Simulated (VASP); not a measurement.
Set up this calculation in VASP 6.6.1, as the native input.

| Quantity | Value |
| --- | --- |
| Task | single point |
| Functional | PBEsol |
| Potentials or basis | VASP PAW PBE potentials, release 64 (Re) |
| Cutoff | 520 eV |
| k mesh | 18 × 18 × 10 |
| Occupations | gaussian, width 0.15 eV |
| Spin | no spin polarisation |
| Dipole correction | no |
| Further INCAR settings | ALGO = Normal; EDIFF = 1e-06; NBANDS = 14 |

The structure of Re lies in POSCAR:

```
Re
1.0
    2.8420000000      0.0000000000      0.0000000000
   -1.4210000000      2.4612441976      0.0000000000
    0.0000000000      0.0000000000      4.7988000000
Re
2
Direct
    0.3333333333      0.6666666667      0.2500000000
    0.6666666667      0.3333333333      0.7500000000
```

One way to write it, as run:

INCAR

```
PREC = Accurate
ENCUT = 520
EDIFF = 1E-6
ISMEAR = 0
SIGMA = 0.15
LREAL = F
LASPH = T
NELM = 80
ALGO = Normal
ISIF = 2
LWAVE = F
LCHARG = F
GGA = PS
NBANDS = 14
```

KPOINTS

```
Automatic mesh
0
Gamma
  18 18 10
```

Potentials or basis: VASP PAW PBE potentials, release 64 (Re).

The run is started by

```bash
$ cat potpaw_PBE.64/Re/POTCAR > POTCAR
$ mpirun -np 1 vasp_std > vasp.out
```

Results of the run:

| Quantity | Value |
| --- | --- |
| Pressure | -40.7 GPa |
| Band gap on the k mesh | zero (bands 7 and 8 overlap by 2.45 eV) |

Caveat: the cell stands under tension; the PAW data sets were made with another functional, which shifts forces and pressure a little; spin-orbit coupling is left out, which moves the levels of the heavy elements.

Run time: 34 s on 1 thread of Intel(R) Xeon(R) 6975P-C (Granite Rapids) (shared host), peak memory 0.22 GiB.
